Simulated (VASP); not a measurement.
NiO: single point with RPBE+D3(BJ)

**Experimental background.**

From “Local correlations, non-local screening, multiplets, and band formation in NiO”, 2012, arxiv:1210.6675, for a bulk crystal of NiO: band gap 4.3 eV.

NiO:

```xyz
2
Lattice="0.0000 2.0815 2.0815 2.0815 0.0000 2.0815 2.0815 2.0815 0.0000" Properties=species:S:1:pos:R:3 pbc="T T T"
Ni    0.0000    0.0000    0.0000
O     2.0815    2.0815    2.0815
```

```
Program                : VASP 6.6.1
Task                   : single point
Functional             : RPBE
Dispersion             : D3(BJ)
Potentials or basis    : VASP PAW PBE potentials, release 64 (Ni, O)
Cutoff                 : 520 eV
k mesh                 : 11 × 11 × 11
Occupations            : fermi-dirac, width 0.05 eV
Spin                   : collinear spin, ferromagnetic start
Starting moments       : [1.0, 0.0] μB
Dipole correction      : no
Further INCAR settings : ALGO = Normal; EDIFF = 1e-06; NBANDS = 19
```

```yaml
Pressure: -0.6 GPa
Net_moment: 1.78 μB per cell
Site_moments: Ni +1.47; O +0.27 μB
Valence_electrons_inside_the_program's_atomic_spheres: Ni 8.98; O 5.00
Dispersion_energy_per_atom: -1.141 eV
```

Levels at points of the mesh, in eV from the Fermi level:
Spin up:
```tsv
k point	band 6	band 7	band 8	band 9	band 10	band 11	band 12	band 13
(0.00, 0.00, 0.00)	-3.03	-2.73	-2.73	-2.73	1.62	17.94	19.02	19.02
```
Spin down:
```tsv
k point	band 4	band 5	band 6	band 7	band 8	band 9	band 10	band 11
(0.00, 0.00, 0.00)	-2.50	-1.91	-1.91	-1.91	-0.54	-0.54	1.97	17.84
```

Run time: 18 s on 1 thread of Intel(R) Xeon(R) 6975P-C (Granite Rapids), on a shared host, peak memory 0.18 GiB.

Against the measured gap of NiO, 4.3 eV (quoted in “Local correlations, non-local screening, multiplets, and band formation in NiO”, 2012, arxiv:1210.6675), the calculated 0.00 eV is off by -4.30 eV. So large a miss can be the level of theory's own, or it may mean another phase, state or a wrong row. The value is that of RPBE+D3(BJ) on a finite k mesh, which can miss the band edges, without temperature or zero-point motion. Semilocal functionals fall short of measured gaps as a rule. The run's magnetic order (collinear spin, ferromagnetic start) needn't be the measured crystal's.

Caveat: the PAW data sets were made with another functional, which shifts forces and pressure a little; a cell with one magnetic atom can't hold antiferromagnetic order, which such compounds often take; semilocal functionals often make such compounds metallic where correlation or magnetic order opens a gap, which also shifts bond lengths; pairwise dispersion overbinds metals, which lowers pressure and volume.
